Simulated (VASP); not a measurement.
Runs of VASP 6.6.1 on Mg2SO. The structure is that of space group P4/mmm (No. 123), or close to it. The cells are those of the table. 

```tsv
level	cell	smearing	gap on the mesh (eV)	pressure (GPa)
r2SCAN	a = 3.409, b = 3.409, c = 4.761 Å, angles 90.0, 90.0, 88.0°, 4 atoms	gaussian 0.01 eV	3.90	(a)
PBE	a = 3.409, b = 3.409, c = 4.761 Å, angles 90.0, 90.0, 88.0°, 4 atoms	fermi-dirac 0.02 eV	3.12	2.2
r2SCAN	a = 3.408, b = 3.408, c = 4.734 Å, 4 atoms	gaussian 0.01 eV	3.99	0.1
PBE	a = 3.408, b = 3.408, c = 4.734 Å, 4 atoms	fermi-dirac 0.02 eV	(b)	2.6
```

Alike in all rows: task single point; potentials or basis VASP PAW PBE potentials, release 64 (O, Mg, S); no spin polarisation; k mesh 8 × 8 × 6; cutoff (eV) 520.

Q: Fill in the values left out.

A: (a) -0.3; (b) 3.21.

Caveats: the PAW data sets were made with another functional, which shifts forces and pressure a little (some runs).

A k mesh can miss the band edges.
